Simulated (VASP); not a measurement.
A run of VASP 6.6.1:

Contents of INCAR:

```
SYSTEM = Be3TeF4
PREC = Accurate
ENCUT = 520
EDIFF = 1E-6
ISMEAR = 0
SIGMA = 0.02
LREAL = .False.
LASPH = .True.
NELM = 80
ALGO = Normal
ISIF = 2
LWAVE = .False.
LCHARG = .False.
GGA = PE
NBANDS = 30
```

File KPOINTS:

```
Automatic mesh
0
Gamma
  6 4 4
  0 0 0
```

POSCAR

```
Be3TeF4
1.0
    4.5193960000      0.0000000000      0.0000000000
    1.9629320000      5.4830331000      0.0000000000
    1.9972005000      0.9290273000      5.6757144000
Be Te F
3 1 4
Direct
    0.1398960000      0.6376760000      0.1619850000
    0.8951650000      0.0172540000      0.4515730000
    0.6051680000      0.9078320000      0.9695180000
    0.3897040000      0.1905760000      0.2673900000
    0.8445080000      0.6708510000      0.0710860000
    0.7659830000      0.0259140000      0.7172390000
    0.3369380000      0.8014430000      0.9630340000
    0.0226370000      0.7484530000      0.3981750000
```

Potentials or basis: VASP PAW PBE potentials, release 64 (Be, Te, F).

The run is started by

```console
$ cat potpaw_PBE.64/Be/POTCAR potpaw_PBE.64/Te/POTCAR potpaw_PBE.64/F/POTCAR > POTCAR
$ mpirun -np 1 vasp_std > vasp.out
```

Hardware: 1 thread of Intel(R) Xeon(R) 6975P-C (Granite Rapids), on a shared host.

Question: Estimate the wall time of this run.

Answer: It took 84 s on 1 thread of Intel(R) Xeon(R) 6975P-C (Granite Rapids), with other jobs on the host, peak memory 0.38 GiB. Counts: scf iterations 15, k points 52.
